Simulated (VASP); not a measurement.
# I (Cmce) in VASP: a series of runs

Runs on I. Level: PBEsol. Tasks: single point.

Program: VASP 6.6.1. These are calculated values, not measurements. Logs are shortened: lines on timing, memory, paths and dates and some standing lists are left out, and cuts for length are marked.

### 1 The cell of the first run

The structure is orthorhombic, space group Cmce (No. 64). Conventional cell: a = 7.196 Å, b = 4.328 Å, c = 9.587 Å, α = 90.00°, β = 90.00°, γ = 90.00°. I (site symmetry m) has 4 I at 2.81 to 3.66 Å within 3.7 Å.

### 2 Single point, PBEsol (37.32 Å³/atom)

The input, INCAR:

```
SYSTEM = I
PREC = Accurate
ENCUT = 520
EDIFF = 1E-6
ISMEAR = 0
SIGMA = 0.02
LREAL = .False.
LASPH = .True.
NELM = 100
ALGO = Normal
ISIF = 2
LWAVE = .False.
LCHARG = .False.
GGA = PS
NBANDS = 22
```

The input, KPOINTS:

```
Automatic mesh
0
Gamma
  8 8 4
  0 0 0
```

The input, POSCAR:

```
I
1.0
    3.5978225261     -2.1641105243      0.0000000000
    3.5978225261      2.1641105243      0.0000000000
    0.0000000000      0.0000000000      9.5865069885
I
4
Direct
    0.8227515015      0.1772484985      0.8770288850
    0.3227515015      0.6772484985      0.6229711150
    0.1772484985      0.8227515015      0.1229711150
    0.6772484985      0.3227515015      0.3770288850
```

Potentials or basis: VASP PAW PBE potentials, release 64 (I).

On the command line:

```bash
$ cat potpaw_PBE.64/I/POTCAR > POTCAR
$ mpirun -np 1 vasp_std > vasp.out
```

OUTCAR:

```text
SYSTEM = I
   PREC = Accurate
   ENCUT = 520
   EDIFF = 1E-6
   ISMEAR = 0
   LREAL = .False.
   LASPH = .True.
   NELM = 100
   ISIF = 2
   GGA = PS

 ion  position               nearest neighbor table
   1  0.823  0.177  0.877-   3 2.81   2 3.26   2 3.26
   2  0.323  0.677  0.623-   4 2.81   1 3.26   1 3.26
   3  0.177  0.823  0.123-   1 2.81   4 3.26   4 3.26
   4  0.677  0.323  0.377-   2 2.81   3 3.26   3 3.26

  LATTYP: Found a base centered orthorhombic cell.
 ALAT       =     4.3282210486
 B/A-ratio  =     1.6624948152
 C/A-ratio  =     2.2148838705

  Lattice vectors:

 A1 = (  -3.5978225261,  -2.1641105243,   0.0000000000)
 A2 = (   3.5978225261,  -2.1641105243,   0.0000000000)
 A3 = (   0.0000000000,   0.0000000000,   9.5865069885)

Analysis of symmetry for initial positions (statically):
=====================================================================
 Subroutine PRICEL returns:
 Original cell was already a primitive cell.

 Routine SETGRP: Setting up the symmetry group for a
 base centered orthorhombic supercell.

 Subroutine GETGRP returns: Found  8 space group operations
 (whereof  4 operations were pure point group operations)
 out of a pool of  8 trial point group operations.

The static configuration has the point symmetry C_2h.
 The point group associated with its full space group is D_2h.

Analysis of symmetry for dynamics (positions and initial velocities):
=====================================================================
 Subroutine PRICEL returns:
 Original cell was already a primitive cell.

 Routine SETGRP: Setting up the symmetry group for a
 base centered orthorhombic supercell.

 Subroutine GETGRP returns: Found  8 space group operations
 (whereof  4 operations were pure point group operations)
 out of a pool of  8 trial point group operations.

The dynamic configuration has the point symmetry C_2h.
 The point group associated with its full space group is D_2h.

 Subroutine INISYM returns: Found  8 space group operations
 (whereof  4 operations are pure point group operations),
 and found     1 'primitive' translations

----------------------------------------------------------------------------------------

                                     Primitive cell

  volume of cell :     149.2827

  direct lattice vectors                    reciprocal lattice vectors
     3.597822526 -2.164110524  0.000000000     0.138972947 -0.231041804  0.000000000
     3.597822526  2.164110524  0.000000000     0.138972947  0.231041804  0.000000000
     0.000000000  0.000000000  9.586506989     0.000000000  0.000000000  0.104313281

  length of vectors
     4.198535613  4.198535613  9.586506989     0.269617869  0.269617869  0.104313281

  position of ions in fractional coordinates (direct lattice)
     0.822751502  0.177248498  0.877028885
     0.322751502  0.677248498  0.622971115
     0.177248498  0.822751502  0.122971115
     0.677248498  0.322751502  0.377028885

  ion indices of the primitive-cell ions
   primitive index   ion index
                 1           1
                 2           2
                 3           3
                 4           4

----------------------------------------------------------------------------------------

 KPOINTS: Automatic mesh

Automatic generation of k-mesh.
 Grid dimensions read from file:
 generate k-points for:    8    8    4

 Generating k-lattice:

  Cartesian coordinates                     Fractional coordinates (reciprocal lattice)
     0.017371618 -0.028880226  0.000000000     0.125000000  0.000000000  0.000000000
     0.017371618  0.028880226  0.000000000     0.000000000  0.125000000  0.000000000
     0.000000000  0.000000000  0.026078320     0.000000000  0.000000000  0.250000000

  Length of vectors
     0.033702234  0.033702234  0.026078320

  Shift w.r.t. Gamma in fractional coordinates (k-lattice)
     0.000000000  0.000000000  0.000000000

 Subroutine IBZKPT returns following result:
 ===========================================

 Found     63 irreducible k-points:

 Following reciprocal coordinates:
            Coordinates               Weight
  0.000000  0.000000  0.000000      1.000000
  0.125000  0.000000  0.000000      4.000000
  0.250000  0.000000  0.000000      4.000000
  0.375000  0.000000  0.000000      4.000000
  0.500000  0.000000  0.000000      2.000000
  0.125000  0.125000  0.000000      2.000000
[... 16 lines left out ...]
  0.125000  0.000000  0.250000      8.000000
  0.250000  0.000000  0.250000      8.000000
 [... further k-points ...]
   k-points           NKPTS =     63   k-points in BZ     NKDIM =     63   number of bands    NBANDS=     22
   number of dos      NEDOS =    301   number of ions     NIONS =      4
   total plane-waves  NPLWV =  73728
   dimension x,y,z NGX =    32 NGY =   32 NGZ =   72
   dimension x,y,z NGXF=    64 NGYF=   64 NGZF=  144
   ions per type =               4
   NGX,Y,Z   is equivalent  to a cutoff of  12.67, 12.67, 12.49 a.u.
   NGXF,Y,Z  is equivalent  to a cutoff of  25.34, 25.34, 24.97 a.u.
 SYSTEM =  I
   PREC   = accura    normal or accurate (medium, high low for compatibility)
   ISTART =      0    job   : 0-new  1-cont  2-samecut
   ICHARG =      2    charge: 1-file 2-atom 10-const
   ISPIN  =      1    spin polarized calculation?
   LNONCOLLINEAR =      F non collinear calculations
   LSORBIT =      F    spin-orbit coupling
   LASPH  =      T    aspherical Exc in radial PAW
   ENCUT  =  520.0 eV  38.22 Ry    6.18 a.u.   7.81  7.81 17.82*2*pi/ulx,y,z
   NELM   =    100;   NELMIN=  2; NELMDL= -5     # of ELM steps
   EDIFF  = 0.1E-05   stopping-criterion for ELM
   LREAL  =      F    real-space projection
   EDIFFG = 0.1E-04   stopping-criterion for IOM
   NSW    =      0    number of steps for IOM
   IBRION =     -1    ionic relax: 0-MD 1-quasi-New 2-CG
   NFREE  =      0    steps in history (QN), initial steepest desc. (CG)
   ISIF   =      2    stress and relaxation
   ISYM   =      2    0-nonsym 1-usesym 2-fastsym
   POTIM  = 0.5000    time-step for ionic-motion
   TEBEG  =    0.0;   TEEND  =   0.0 temperature during run
   PSTRESS=    0.0 pullay stress
   NELECT =      28.0000    total number of electrons
   NUPDOWN=      -1.0000    fix difference up-down
   EMIN   =  10.00;   EMAX   =-10.00  energy-range for DOS
   EFERMI =   0.00;   METHOD = LEGACY
   ISMEAR =     0;   SIGMA  =   0.02  broadening in eV -4-tet -1-fermi 0-gaus
   EFERMI_NEDOS =   21; number of points for ismear=-14 and -15
   IALGO  =     38    algorithm
   IMIX   =      4    mixing-type and parameters
     AMIX     =   0.40;   BMIX     =  1.00
     AMIX_MAG =   1.60;   BMIX_MAG =  1.00
  volume/ion in A,a.u.               =      37.32       251.85
  Fermi-wavevector in a.u.,A,eV,Ry     =   0.937111  1.770883 11.948321  0.878177
  Thomas-Fermi vector in A             =   2.064189
   LORBIT       =      0    0 simple, 1 ext, 2 COOP (PROOUT), +10 PAW based schemes
   GGA     = PS    functional components
   LHFCALC =     F    Hartree Fock is set to
   AEXX    =    0.0000 exact exchange contribution
   IVDW    =     0    specifies the selected vdW correction
   LEPSILON=     F    determine dielectric tensor
   LRPA    =     F    only Hartree local field effects (RPA)
 non-spin polarized calculation
 Gauss-broadening in eV      SIGMA  =   0.02
  energy-cutoff  :      520.00
  volume of cell :      149.28
 maximum number of plane-waves:      4042
   NGX = 15   NGY = 15   NGZ = 35

 number of electron      27.9999998 magnetization

 Free energy of the ion-electron system (eV)
  ---------------------------------------------------
  ext. energy  EPLUGINS =         0.00000000
  ---------------------------------------------------
  free energy    TOTEN  =        -7.00356387 eV

  energy without entropy =       -7.00356387  energy(sigma->0) =       -7.00356387

 E-fermi :   4.0623     XC(G=0):  -8.8316

 val. band max:        3.9102528030   @ k =   0.0000   0.0000   0.0000
 cond. band min:       4.6317308394   @ k =   0.5000   0.3750   0.0000
 fundamental gap:      0.7214780364
 Fermi energy:         4.0622597779

 k-point     1 :       0.0000    0.0000    0.0000
  band No.  band energies     occupation
      1     -10.1149      2.00000
      2      -9.1817      2.00000
      3      -8.5618      2.00000
      4      -6.8884      2.00000
      5      -1.0923      2.00000
      6       0.7986      2.00000
[... 14 lines left out ...]
     21      10.7658      0.00000
     22      11.6717      0.00000

 k-point     2 :       0.1250    0.0000    0.0000
  band No.  band energies     occupation
      1     -10.0275      2.00000
      2      -9.1404      2.00000
      3      -8.4963      2.00000
      4      -6.9603      2.00000
      5      -1.0443      2.00000
      6       0.5729      2.00000
[... 14 lines left out ...]
     21      10.9102      0.00000
     22      10.9992      0.00000

 k-point     3 :       0.2500    0.0000    0.0000
  band No.  band energies     occupation
      1      -9.7833      2.00000
      2      -9.0492      2.00000
      3      -8.3184      2.00000
      4      -7.1717      2.00000
      5      -1.0315      2.00000
      6      -0.2264      2.00000
[... 14 lines left out ...]
     21      11.1010      0.00000
     22      11.7265      0.00000
[... 476 lines left out ...]
 k-point    23 :       0.1250    0.0000    0.2500
  band No.  band energies     occupation
      1      -9.9528      2.00000
      2      -9.4017      2.00000
      3      -8.1527      2.00000
      4      -7.1455      2.00000
      5      -0.8606      2.00000
      6       0.1714      2.00000
[... 14 lines left out ...]
     21      10.8057      0.00000
     22      10.9194      0.00000

 k-point    24 :       0.2500    0.0000    0.2500
  band No.  band energies     occupation
      1      -9.7167      2.00000
      2      -9.2443      2.00000
      3      -8.0675      2.00000
      4      -7.3038      2.00000
      5      -0.9768      2.00000
      6      -0.3740      2.00000
[... 14 lines left out ...]
     21      10.8356      0.00000
     22      11.3432      0.00000

 [... further k-points ...]

------------------------ aborting loop because EDIFF is reached ----------------------------------------

  FORCE on cell =-STRESS in cart. coord.  units (eV):
  Direction    XX          YY          ZZ          XY          YZ          ZX
  --------------------------------------------------------------------------------------
  -------------------------------------------------------------------------------------
  Total        0.6607406      0.6906270      0.6443618      0.0000000      0.0000000      0.0000000
  in kB        7.0914003      7.4121568      6.9156145      0.0000000      0.0000000      0.0000000
  external PRESSURE =       7.1397239 kB  Pullay stress =       0.0000000 kB

 VOLUME and BASIS-vectors are now :
 -----------------------------------------------------------------------------
  energy-cutoff  :      520.00
  volume of cell :      149.28
      direct lattice vectors                 reciprocal lattice vectors
     3.597822526 -2.164110524  0.000000000     0.138972947 -0.231041804  0.000000000
     3.597822526  2.164110524  0.000000000     0.138972947  0.231041804  0.000000000
     0.000000000  0.000000000  9.586506989     0.000000000  0.000000000  0.104313281

 POSITION                                       TOTAL-FORCE (eV/Angst)
 -----------------------------------------------------------------------------------
      3.59782     -1.39694      8.40764         0.000000     -0.004012      0.008250
      3.59782      0.76717      5.97212         0.000000     -0.004012     -0.008250
      3.59782      1.39694      1.17886         0.000000      0.004012     -0.008250
      3.59782     -0.76717      3.61439         0.000000      0.004012      0.008250
 -----------------------------------------------------------------------------------
    total drift:                               -0.000000      0.000000     -0.000000

  FREE ENERGIE OF THE ION-ELECTRON SYSTEM (eV)
  ---------------------------------------------------
  free  energy   TOTEN  =        -7.0035638719 eV

  energy  without entropy=       -7.0035638719  energy(sigma->0) =       -7.00356387
```

It took 1.9 min on 1 thread of Intel Xeon Platinum 8488C (Sapphire Rapids), shared host; peak memory 0.33 GiB.

Results:

| Property | Result |
| --- | --- |
| Free energy | -7.0036 eV |
| Pressure | 0.7 GPa |
| Largest force | 0.009 eV/Å |
| Band gap on the k mesh | 0.72 eV (least direct gap 1.08 eV) |

Forces in eV/Å, atoms in the order of the input:
```
I    0.000 -0.004  0.008
I    0.000 -0.004 -0.008
I    0.000  0.004 -0.008
I    0.000  0.004  0.008
```

Caveat: semilocal functionals underestimate gaps, and a narrow one can read as zero; the PAW data sets were made with another functional, which shifts forces and pressure a little; spin-orbit coupling is left out, which moves the levels of the heavy elements. A k mesh can miss the band edges.

[end of part 1 of 2]
